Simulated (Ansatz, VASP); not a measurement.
Two plane-wave programs on ZrH2

INCAR

```
SYSTEM = ZrH2
  PREC = Accurate
  ENCUT = 520
  EDIFF = 1E-6
  ISMEAR = -1
  SIGMA = 0.1
  LREAL = .False.
  LASPH = .True.
  NELM = 100
  ALGO = Normal
  ISIF = 2
  LWAVE = .False.
  LCHARG = .False.
  GGA = CA
  NBANDS = 14
```

Contents of KPOINTS:

```
regular mesh
0
Gamma
  10 10 10
  0 0 0
```

Contents of POSCAR:

```
ZrH2
1.0
    0.0000000000      2.3087217010      2.3087217010
    2.3087217010      0.0000000000      2.3087217010
    2.3087217010      2.3087217010      0.0000000000
Zr H
1 2
Direct
    0.0000000000      0.0000000000      0.0000000000
    0.7500000000      0.7500000000      0.7500000000
    0.2500000000      0.2500000000      0.2500000000
```

Input for Ansatz:

```yaml
crystal:
  lattice:
    - [0.0, 2.3087217010264176, 2.3087217010264176]
    - [2.3087217010264176, 0.0, 2.3087217010264176]
    - [2.3087217010264176, 2.3087217010264176, 0.0]
  atoms:
    - { symbol: Zr, position: [0.0, 0.0, 0.0] }
    - { symbol: H, position: [0.75, 0.75, 0.75] }
    - { symbol: H, position: [0.25, 0.25, 0.25] }
basis:
  ecutwfc: 450.0
kpoints:
  mp_grid:
    grid: [10, 10, 10]
hamiltonian:
  xc: lda
scf:
  max_iter: 65
  convergence:
    dr2_threshold: 1.0e-08
  occupations:
    method: fermi_dirac
    width: 0.1
output:
  stress: true
```

Alike in both runs: task single point; functional LDA; k mesh 10 × 10 × 10; occupations fermi-dirac, width 0.1 eV; no spin polarisation.

|  | VASP | Ansatz |
| --- | --- | --- |
| version | VASP 6.6.1 | Ansatz 0.2.0 |
| potentials or method | VASP PAW LDA potentials, release 64 (Zr_sv, H), cutoff 520 eV | plane waves, PAW |
| valence electrons in the cell | 14 | 14 |

|  | VASP | Ansatz | Ansatz less VASP |
| --- | --- | --- | --- |
| pressure (GPa) | 13.5 | 13.2 | -0.28 |

LDA's correlation is that of Perdew and Zunger in VASP and of Perdew and Wang (1992) in Ansatz. Ansatz's warnings: stress scf threshold loose.
